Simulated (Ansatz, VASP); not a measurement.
## PtSe2: VASP beside Ansatz

```
CELL_PARAMETERS angstrom
3.75354 0.00000 0.00000
-1.87677 3.25066 0.00000
0.00000 0.00000 6.30487
ATOMIC_POSITIONS crystal
Pt 0.00000 0.00000 0.00000
Se 0.66667 0.33333 0.79293
Se 0.33333 0.66667 0.20707
```

Alike in both runs: functional PBE; k mesh 12 × 12 × 6; occupations gaussian, width 0.02 eV; no spin polarisation.

Ansatz relaxed the structure, and its values are those at the end. VASP's run is a single point on that final structure, the one shown.

|  | VASP | Ansatz |
| --- | --- | --- |
| version | VASP 6.6.1 | Ansatz 0.2.0 |
| potentials or method | VASP PAW PBE potentials, release 64 (Pt, Se), cutoff 520 eV | scalar-relativistic, plane waves, PAW |
| valence electrons in the cell | 22 | 50 |

```csv
,VASP,Ansatz,Ansatz less VASP
gap on the k mesh at the Fermi level (eV),0.71,0.72,+0.010
least direct gap on the mesh (eV),0.98,0.99,+0.009
pressure (GPa),0.0,0.0,+0.03
```

With one functional, cell and mesh, what is left measures potentials, basis and numerics. VASP's potentials hold 22 valence electrons a cell and Ansatz's 50, so a difference there can come from the potentials and not from the codes.

Spin-orbit coupling is off throughout.
